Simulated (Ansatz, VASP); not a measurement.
## One calculation of C, two programs

```
CELL_PARAMETERS angstrom
2.08389 -1.20321 0.00000
2.08389 1.20321 0.00000
-1.35092 0.00000 3.43132
ATOMIC_POSITIONS crystal
C 0.16664 0.16664 0.99991
C 0.83336 0.83336 0.00009
```

Alike in both runs: task single point; functional LDA; k mesh 13 × 13 × 8; occupations fermi-dirac, width 0.05 eV; no spin polarisation.

|  | VASP | Ansatz |
| --- | --- | --- |
| version | VASP 6.6.1 | Ansatz 0.2.0 |
| potentials or method | VASP PAW LDA potentials, release 64 (C) | Ansatz PAW |
| plane-wave cutoff (eV) | 520 | 420 |
| valence electrons in the cell | 8 | 8 |

Ansatz gave:

```
gap on the k mesh at the Fermi level (eV)                     : 0.92
least direct gap on the mesh (eV)                             : 0.93
pressure (GPa)                                                : 14.2
traceless stress, the component that is largest in VASP (GPa) : -14.86
```

Problem. Estimate VASP's values.

Solution. gap on the k mesh at the Fermi level (eV): 0.92; least direct gap on the mesh (eV): 0.93; pressure (GPa): 15.0; traceless stress, the component that is largest in VASP (GPa): -15.80.

LDA's correlation is that of Perdew and Zunger in VASP and of Perdew and Wang (1992) in Ansatz.

Noted on Ansatz's run: odd divisions of the mesh miss points on the zone boundary, where band edges often lie, so the gap on the mesh can be too wide.
